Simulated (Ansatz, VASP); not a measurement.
**One calculation of Be2C, two programs**

```
CELL_PARAMETERS angstrom
0.00000 2.16500 2.16500
2.16500 0.00000 2.16500
2.16500 2.16500 0.00000
ATOMIC_POSITIONS crystal
Be 0.25000 0.25000 0.25000
Be 0.75000 0.75000 0.75000
C 0.00000 0.00000 0.00000
```

Alike in both runs: task single point; functional PBE; k mesh 14 × 14 × 14; occupations fermi-dirac, width 0.15 eV; no spin polarisation.

```csv
,VASP,Ansatz
version,VASP 6.6.1,Ansatz 0.2.0
potentials or method,"VASP PAW PBE potentials, release 64 (Be, C), cutoff 600 eV","all-electron LAPW, scalar-relativistic"
```

```tsv
	VASP	Ansatz	Ansatz less VASP
pressure (GPa)	0.0	-0.3	-0.36
```

Ansatz ran all-electron here, and VASP with PAW potentials.
